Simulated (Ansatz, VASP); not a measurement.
## One calculation of AlC, two programs

```
Al C
1.0
    -1.50950    1.50950    2.13431
     1.50950   -1.50950    2.13431
     1.50950    1.50950   -2.13431
Al C
1 1
Direct
  0.00000 0.00000 0.00000
  0.50000 0.50000 0.00000
```

Change from the starting cell: species swapped into the TiAg type (P4/nmm, No. 129).

Alike in both runs: functional PBE; k mesh 8 × 8 × 8; occupations gaussian, width 0.1 eV; no spin polarisation.

Ansatz relaxed the structure, and its values are those at the end. VASP's run is a single point on that final structure, the one shown.

```csv
,VASP,Ansatz
version,VASP 6.6.1,Ansatz 0.2.0
potentials or method,"VASP PAW PBE potentials, release 64 (Al, C), cutoff 600 eV","scalar-relativistic, plane waves, PAW"
valence electrons in the cell,7,7
```

|  | VASP | Ansatz | Ansatz less VASP |
| --- | --- | --- | --- |
| gap on the k mesh at the Fermi level (eV) | none | none | - |
| pressure (GPa) | -0.4 | -0.2 | +0.20 |

A gap of «none» marks a metal or a gap that the smearing closes. With one functional, cell and mesh, what is left measures potentials, basis and numerics.

The k mesh is coarse, so the values compare programs but aren't converged.
